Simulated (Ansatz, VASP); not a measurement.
## One calculation of SnO2, two programs

```xyz
6
Lattice="4.5822 0.0000 0.0000 0.0000 4.5822 0.0000 0.0000 0.0000 3.0242" Properties=species:S:1:pos:R:3 pbc="T T T"
Sn    0.0000    0.0000    0.0000
Sn    2.2911    2.2911    1.5121
O     1.3976    1.3976    0.0000
O     3.1846    3.1846    0.0000
O     3.6886    0.8935    1.5121
O     0.8935    3.6886    1.5121
```

Alike in both runs: task relaxation of cell and atoms; functional PBE; k mesh 7 × 7 × 11; occupations fermi-dirac, width 0.05 eV; no spin polarisation.

```csv
,VASP,Ansatz
version,VASP 6.6.1,Ansatz 0.2.0
potentials or method,"VASP PAW PBE potentials, release 64 (Sn_d, O)","PAW with Ansatz's default frozen-core files, scalar-relativistic"
plane-wave cutoff (eV),600,420
valence electrons in the cell,52,52
```

Ansatz gave:

- relaxed volume (Å³/atom): 12.58
- relaxed cell length with the largest relative difference (Å): 3.238

**Question.** Which values does VASP return?

**Answer.** Relaxed volume (Å³/atom): 12.62; relaxed cell length with the largest relative difference (Å): 3.242.

Noted on VASP's run: the volume moved by over 15 % at a fixed basis, so the end points are rough.
